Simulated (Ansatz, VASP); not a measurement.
# TePb: VASP beside Ansatz

```xyz
2
Lattice="3.2310 3.2310 0.0000 -3.2310 3.2310 0.0000 0.0000 3.2310 3.2310" Properties=species:S:1:pos:R:3 pbc="T T T"
Te    0.0000    3.2310    0.0000
Pb    0.0000    0.0000    0.0000
```

Alike in both runs: task relaxation of cell and atoms; functional LDA; k mesh 10 × 10 × 10; occupations fermi-dirac, width 0.1 eV; no spin polarisation.

|  | VASP | Ansatz |
| --- | --- | --- |
| version | VASP 6.6.1 | Ansatz 0.2.0 |
| potentials or method | VASP PAW LDA potentials, release 64 (Te, Pb_d) | PAW with Ansatz's default frozen-core files, scalar-relativistic |
| plane-wave cutoff (eV) | 600 | 420 |
| valence electrons in the cell | 20 | 30 |

|  | VASP | Ansatz | Ansatz less VASP |
| --- | --- | --- | --- |
| relaxed volume (Å³/atom) | 32.54 | 32.49 | -0.047 |
| relaxed cell length with the largest relative difference (Å) | 4.515 | 4.513 | -0.0022 |

LDA's correlation is that of Perdew and Zunger in VASP and of Perdew and Wang (1992) in Ansatz. VASP's potentials hold 20 valence electrons a cell and Ansatz's 30, so a difference there can come from the potentials and not from the codes.

Neither program's run includes spin-orbit coupling.
